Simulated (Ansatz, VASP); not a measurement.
## InSb: VASP beside Ansatz

```
CELL_PARAMETERS angstrom
0.00000 3.26492 2.92142
3.03920 0.00000 2.92142
3.03920 3.26492 0.00000
ATOMIC_POSITIONS crystal
In 0.00000 0.00000 0.00000
Sb 0.50000 0.50000 0.50000
```

Change from the starting cell: strain +e along x and -e along y -0.0367, strain +e along z and -e/2 along x and y -0.0500.

Alike in both runs: task single point; functional PBE; k mesh 12 × 12 × 12; occupations gaussian, width 0.15 eV; no spin polarisation.

```csv
,VASP,Ansatz
version,VASP 6.6.1,Ansatz 0.2.0
potentials or method,"VASP PAW PBE potentials, release 64 (In_d, Sb), cutoff 520 eV","scalar-relativistic, plane waves, PAW"
valence electrons in the cell,18,28
```

Ansatz gave:

| Property | Result |
| --- | --- |
| gap on the k mesh at the Fermi level (eV) | none |
| pressure (GPa) | 1.1 |
| traceless stress, the component that is largest in VASP (GPa) | 4.48 |

Estimate VASP's values.

gap on the k mesh at the Fermi level (eV): none; pressure (GPa): 1.1; traceless stress, the component that is largest in VASP (GPa): 4.47.

A gap of «none» marks a metal or a gap that the smearing closes. VASP's potentials hold 18 valence electrons a cell and Ansatz's 28, so a difference there can come from the potentials and not from the codes.

Spin-orbit coupling is off throughout.
